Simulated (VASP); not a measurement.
# SnO2 (F-43m) in VASP: notebook

The runs below take SnO2 through single point, relaxation of cell and atoms, with PBE.

All numbers are computed with VASP 6.6.1; they aren't measurements. Logs are shortened: lines on timing, memory, paths and dates and some standing lists are left out, and cuts for length are marked.

## Step 1: The cell of the first run

Symmetry: F-43m, No. 216, cubic system. Conventional cell: a = 7.149 Å, b = 7.149 Å, c = 7.149 Å, α = 90.00°, β = 90.00°, γ = 90.00°. Within 3.8 Å of Sn (site symmetry -43m) lie 12 O at 2.92 Å and 6 Sn at 3.57 Å. Sn (site symmetry -43m) has 4 O at 1.92 Å within 2.5 Å. O (site symmetry 3m) has 1 Sn at 1.92 Å and 3 O at 1.92 Å within 2.5 Å.

## Step 2: Single point, PBE

Contents of INCAR:

```
PREC     = Accurate       # precision mode
ENCUT    = 520            # plane-wave cutoff, eV
EDIFF    = 1E-7           # SCF threshold, eV
ISMEAR   = 0              # smearing method
SIGMA    = 0.1            # smearing width, eV
LREAL    = F              # projectors in reciprocal space
LASPH    = T              # aspherical terms in the spheres
NELM     = 60             # most SCF steps
ALGO     = Normal         # electronic algorithm
ISIF     = 2              # what is computed and relaxed
LWAVE    = F              # write WAVECAR
LCHARG   = F              # write CHGCAR
GGA      = PE             # functional
NBANDS   = 35             # bands
```

Contents of KPOINTS:

```
regular mesh
0
Gamma
  4 4 4
```

Contents of POSCAR:

```
SnO2
1.0
    0.0000000000      3.5744082300      3.5744082300
    3.5744082300      0.0000000000      3.5744082300
    3.5744082300      3.5744082300      0.0000000000
Sn O
2 4
Direct
    0.7500000000      0.7500000000      0.7500000000
    0.2500000000      0.2500000000      0.2500000000
    0.4048007900      0.4048007900      0.4048007900
    0.4048007900      0.4048007900      0.7855976400
    0.4048007900      0.7855976400      0.4048007900
    0.7855976400      0.4048007900      0.4048007900
```

Potentials or basis: VASP PAW PBE potentials, release 64 (Sn_d, O).

Command:

```sh
> cat potpaw_PBE.64/Sn_d/POTCAR potpaw_PBE.64/O/POTCAR > POTCAR
> mpirun -np 1 vasp_std > vasp.out
```

OUTCAR:

```text
PREC = Accurate
   ENCUT = 520
   EDIFF = 1E-7
   ISMEAR = 0
   LREAL = F
   LASPH = T
   NELM = 60
   ISIF = 2
   GGA = PE

 ion  position               nearest neighbor table
   1  0.750  0.750  0.750-   2 3.57   2 3.57   2 3.57   2 3.57   2 3.57   2 3.57
   2  0.250  0.250  0.250-   4 1.92   5 1.92   6 1.92   3 1.92   1 3.57   1 3.57   1 3.57   1 3.57
                             1 3.57   1 3.57
   3  0.405  0.405  0.405-   2 1.92   4 1.92   5 1.92   6 1.92
   4  0.405  0.405  0.786-   2 1.92   3 1.92   5 1.92   6 1.92
   5  0.405  0.786  0.405-   2 1.92   3 1.92   4 1.92   6 1.92
   6  0.786  0.405  0.405-   2 1.92   3 1.92   4 1.92   5 1.92

  LATTYP: Found a face centered cubic cell.
 ALAT       =     7.1488164600

  Lattice vectors:

 A1 = (   0.0000000000,   3.5744082300,   3.5744082300)
 A2 = (   3.5744082300,   0.0000000000,   3.5744082300)
 A3 = (   3.5744082300,   3.5744082300,   0.0000000000)

Analysis of symmetry for initial positions (statically):
=====================================================================
 Subroutine PRICEL returns:
 Original cell was already a primitive cell.

 Routine SETGRP: Setting up the symmetry group for a
 face centered cubic supercell.

 Subroutine GETGRP returns: Found 24 space group operations
 (whereof 24 operations were pure point group operations)
 out of a pool of 48 trial point group operations.

The static configuration has the point symmetry T_d .

Analysis of symmetry for dynamics (positions and initial velocities):
=====================================================================
 Subroutine PRICEL returns:
 Original cell was already a primitive cell.

 Routine SETGRP: Setting up the symmetry group for a
 face centered cubic supercell.

 Subroutine GETGRP returns: Found 24 space group operations
 (whereof 24 operations were pure point group operations)
 out of a pool of 48 trial point group operations.

The dynamic configuration has the point symmetry T_d .

 Subroutine INISYM returns: Found 24 space group operations
 (whereof 24 operations are pure point group operations),
 and found     1 'primitive' translations

----------------------------------------------------------------------------------------

                                     Primitive cell

  volume of cell :      91.3361

  direct lattice vectors                    reciprocal lattice vectors
[... 80 lines left out ...]
   EDIFFG = 0.1E-05   stopping-criterion for IOM
   NSW    =      0    number of steps for IOM
   IBRION =     -1    ionic relax: 0-MD 1-quasi-New 2-CG
   NFREE  =      0    steps in history (QN), initial steepest desc. (CG)
   ISIF   =      2    stress and relaxation
   ISYM   =      2    0-nonsym 1-usesym 2-fastsym
   POTIM  = 0.5000    time-step for ionic-motion
   TEBEG  =    0.0;   TEEND  =   0.0 temperature during run
   PSTRESS=    0.0 pullay stress
   NELECT =      52.0000    total number of electrons
   NUPDOWN=      -1.0000    fix difference up-down
   EMIN   =  10.00;   EMAX   =-10.00  energy-range for DOS
   EFERMI =   0.00;   METHOD = LEGACY
   ISMEAR =     0;   SIGMA  =   0.10  broadening in eV -4-tet -1-fermi 0-gaus
   EFERMI_NEDOS =   21; number of points for ismear=-14 and -15
   IALGO  =     38    algorithm
   IMIX   =      4    mixing-type and parameters
     AMIX     =   0.40;   BMIX     =  1.00
     AMIX_MAG =   1.60;   BMIX_MAG =  1.00
  volume/ion in A,a.u.               =      15.22       102.73
  Fermi-wavevector in a.u.,A,eV,Ry     =   1.356839  2.564055 25.048507  1.841013
  Thomas-Fermi vector in A             =   2.483809
   LORBIT       =      0    0 simple, 1 ext, 2 COOP (PROOUT), +10 PAW based schemes
   GGA     = PE    functional components
   LHFCALC =     F    Hartree Fock is set to
   AEXX    =    0.0000 exact exchange contribution
   IVDW    =     0    specifies the selected vdW correction
   LEPSILON=     F    determine dielectric tensor
   LRPA    =     F    only Hartree local field effects (RPA)
 non-spin polarized calculation
 Gauss-broadening in eV      SIGMA  =   0.10
  energy-cutoff  :      520.00
  volume of cell :       91.34
 maximum number of plane-waves:      2477
 NGX is ok and might be reduce to    40
   NGX = 19   NGY = 19   NGZ = 19

 number of electron      52.0000013 magnetization

 Free energy of the ion-electron system (eV)
  ---------------------------------------------------
  ext. energy  EPLUGINS =         0.00000000
  ---------------------------------------------------
  free energy    TOTEN  =       -24.24852960 eV

  energy without entropy =      -24.19256675  energy(sigma->0) =      -24.22054817

 E-fermi :   5.3246     XC(G=0):  -9.9637

 val. band max:        5.3161502201   @ k =   0.2500   0.2500   0.0000
 cond. band min:       5.3466755891   @ k =  -0.2500   0.2500   0.0000
 fundamental gap:      0.0305253690
 Fermi energy:         5.3245887674

 k-point     1 :       0.0000    0.0000    0.0000
  band No.  band energies     occupation
      1     -16.5875      2.00000
      2     -16.5875      2.00000
      3     -16.5875      2.00000
      4     -16.5842      2.00000
      5     -16.5842      2.00000
      6     -16.0038      2.00000
[... 293 lines left out ...]
     34      13.5123      0.00000
     35      15.9681      0.00000

------------------------ aborting loop because EDIFF is reached ----------------------------------------

  FORCE on cell =-STRESS in cart. coord.  units (eV):
  Direction    XX          YY          ZZ          XY          YZ          ZX
  --------------------------------------------------------------------------------------
  -------------------------------------------------------------------------------------
  Total       14.5258488     14.5258488     14.5258488      0.0000000     -0.0000000     -0.0000000
  in kB      254.8060006    254.8060006    254.8060006      0.0000000     -0.0000000     -0.0000000
  external PRESSURE =     254.8060006 kB  Pullay stress =       0.0000000 kB

 VOLUME and BASIS-vectors are now :
 -----------------------------------------------------------------------------
  energy-cutoff  :      520.00
  volume of cell :       91.34
      direct lattice vectors                 reciprocal lattice vectors
     0.000000000  3.574408230  3.574408230    -0.139883295  0.139883295  0.139883295
     3.574408230  0.000000000  3.574408230     0.139883295 -0.139883295  0.139883295
     3.574408230  3.574408230  0.000000000     0.139883295  0.139883295 -0.139883295

 POSITION                                       TOTAL-FORCE (eV/Angst)
 -----------------------------------------------------------------------------------
      5.36161      5.36161      5.36161        -0.000000     -0.000000     -0.000000
      1.78720      1.78720      1.78720        -0.000000      0.000000     -0.000000
      2.89385      2.89385      2.89385        -2.385188     -2.385188     -2.385188
      4.25497      4.25497      2.89385         2.385188      2.385188     -2.385188
      4.25497      2.89385      4.25497         2.385188     -2.385188      2.385188
      2.89385      4.25497      4.25497        -2.385188      2.385188      2.385188
 -----------------------------------------------------------------------------------
    total drift:                               -0.000086     -0.000086     -0.000085

  FREE ENERGIE OF THE ION-ELECTRON SYSTEM (eV)
  ---------------------------------------------------
  free  energy   TOTEN  =       -24.2485295965 eV

  energy  without entropy=      -24.1925667534  energy(sigma->0) =      -24.22054817
```

stdout:

```text
POSCAR found type information on POSCAR SnO
 POSCAR found :  2 types and       6 ions
 scaLAPACK will be used
 LDA part: xc-table for (Slater+PW92), standard interpolation
 POSCAR, INCAR and KPOINTS ok, starting setup
 FFT: planning ... GRIDC
 FFT: planning ... GRID_SOFT
 FFT: planning ... GRID
 WAVECAR not read
 entering main loop
```

Run time: 47 s. Hardware: 1 thread of Intel Xeon 6975P-C, shared host; peak memory 0.24 GiB.

Results:

```
Free energy            : -24.2485 eV
Pressure               : 25.5 GPa
Largest force          : 4.131 eV/Å
Band gap on the k mesh : zero (band 26 reaches 5.46 eV, above the bottom of band 27 at 5.32 eV)
```

Forces in eV/Å, atoms in the order of the input:
```
Sn   0.000  0.000  0.000
Sn   0.000  0.000  0.000
O   -2.385 -2.385 -2.385
O    2.385  2.385 -2.385
O    2.385 -2.385  2.385
O   -2.385  2.385  2.385
```

Caveat: the k points lie up to 0.38 Å⁻¹ apart; spin-orbit coupling is left out, which moves the levels of the heavy elements; forces of over 1 eV/Å act on the atoms, so gaps and moduli don't describe the material at rest.

## Step 3: Single point, PBE

This run uses another cell than the first one, of 20.29 Å³/atom, 1.333 times its volume.

Contents of INCAR:

```
SYSTEM = SnO2
PREC = Accurate
ENCUT = 520
EDIFF = 1E-7
ISMEAR = 0
SIGMA = 0.1
LREAL = .FALSE.
LASPH = .TRUE.
NELM = 60
ALGO = Normal
ISIF = 2
LWAVE = .FALSE.
LCHARG = .TRUE.
GGA = PE
LELF = .TRUE.
LVHAR = .TRUE.
NBANDS = 35
```

Contents of KPOINTS:

```
Automatic mesh
0
G
  4 4 4
  0 0 0
```

Contents of POSCAR:

```
SnO2
1.0
    0.0000000000      3.9338670575      3.9338670575
    3.9338670575      0.0000000000      3.9338670575
    3.9338670575      3.9338670575      0.0000000000
Sn O
2 4
Direct
    0.7500000000      0.7500000000      0.7500000000
    0.2500000000      0.2500000000      0.2500000000
    0.3926568267      0.3926568267      0.3926568267
    0.3926568267      0.3926568267      0.8220295198
    0.3926568267      0.8220295198      0.3926568267
    0.8220295198      0.3926568267      0.3926568267
```

Potentials or basis: VASP PAW PBE potentials, release 64 (Sn_d, O).

Command:

```sh
> cat potpaw_PBE.64/Sn_d/POTCAR potpaw_PBE.64/O/POTCAR > POTCAR
> mpirun -np 1 vasp_std > vasp.out
```

OUTCAR:

```text
SYSTEM = SnO2
   PREC = Accurate
   ENCUT = 520
   EDIFF = 1E-7
   ISMEAR = 0
   LREAL = .FALSE.
   LASPH = .TRUE.
   NELM = 60
   ISIF = 2
   GGA = PE

 ion  position               nearest neighbor table
   1  0.750  0.750  0.750-
   2  0.250  0.250  0.250-   3 1.94   4 1.94   5 1.94   6 1.94
   3  0.393  0.393  0.393-   2 1.94
   4  0.393  0.393  0.822-   2 1.94
   5  0.393  0.822  0.393-   2 1.94
   6  0.822  0.393  0.393-   2 1.94

[... 491 lines left out ...]
  -------------------------------------------------------------------------------------
  Total        0.1312068      0.1312068      0.1312068      0.0000000      0.0000000     -0.0000000
  in kB        1.7265446      1.7265446      1.7265446      0.0000000      0.0000000     -0.0000000
  external PRESSURE =       1.7265446 kB  Pullay stress =       0.0000000 kB

 VOLUME and BASIS-vectors are now :
 -----------------------------------------------------------------------------
  energy-cutoff  :      520.00
  volume of cell :      121.76
      direct lattice vectors                 reciprocal lattice vectors
     0.000000000  3.933867058  3.933867058    -0.127101397  0.127101397  0.127101397
     3.933867058  0.000000000  3.933867058     0.127101397 -0.127101397  0.127101397
     3.933867058  3.933867058  0.000000000     0.127101397  0.127101397 -0.127101397

 POSITION                                       TOTAL-FORCE (eV/Angst)
 -----------------------------------------------------------------------------------
      5.90080      5.90080      5.90080         0.000000      0.000000      0.000000
      1.96693      1.96693      1.96693         0.000000      0.000000      0.000000
      3.08932      3.08932      3.08932         0.046769      0.046769      0.046769
      4.77841      4.77841      3.08932        -0.046769     -0.046769      0.046769
      4.77841      3.08932      4.77841        -0.046769      0.046769     -0.046769
      3.08932      4.77841      4.77841         0.046769     -0.046769     -0.046769
 -----------------------------------------------------------------------------------
    total drift:                               -0.000002     -0.000002     -0.000001

  FREE ENERGIE OF THE ION-ELECTRON SYSTEM (eV)
  ---------------------------------------------------
  free  energy   TOTEN  =       -26.9300067903 eV

  energy  without entropy=      -26.8588176388  energy(sigma->0) =      -26.89441221
```

stdout:

```text
POSCAR found type information on POSCAR SnO
 POSCAR found :  2 types and       6 ions
 scaLAPACK will be used
 LDA part: xc-table for (Slater+PW92), standard interpolation
 POSCAR, INCAR and KPOINTS ok, starting setup
 FFT: planning ... GRIDC
 FFT: planning ... GRID_SOFT
 FFT: planning ... GRID
 WAVECAR not read
 entering main loop
```

It took 72 s on 1 thread of Intel Xeon 6975P-C, shared host; peak memory 0.25 GiB.

Results:

```
Free energy            : -26.9300 eV
Pressure               : 0.2 GPa
Largest force          : 0.081 eV/Å
Band gap on the k mesh : zero (band 26 reaches 1.85 eV, above the bottom of band 27 at 1.69 eV)
```

Forces on the atoms (eV/Å):
```
Sn   0.000  0.000  0.000
Sn   0.000  0.000  0.000
O    0.047  0.047  0.047
O   -0.047 -0.047  0.047
O   -0.047  0.047 -0.047
O    0.047 -0.047 -0.047
```

Levels at points of the mesh, in eV from the Fermi level:
| k point | band 23 | band 24 | band 25 | band 26 | band 27 | band 28 |
| --- | --- | --- | --- | --- | --- | --- |
| (0.00, 0.00, 0.00) | -0.04 | -0.04 | -0.04 | -0.04 | -0.04 | 2.54 |
| (0.50, 0.00, 0.00) | -1.19 | -1.19 | -0.03 | 0.08 | 0.08 | 1.69 |
| (0.50, 0.50, 0.00) | -1.30 | -1.00 | -0.51 | 0.06 | 0.06 | 2.17 |

Caveat: spin-orbit coupling is left out, which moves the levels of the heavy elements.

[end of part 1 of 2]
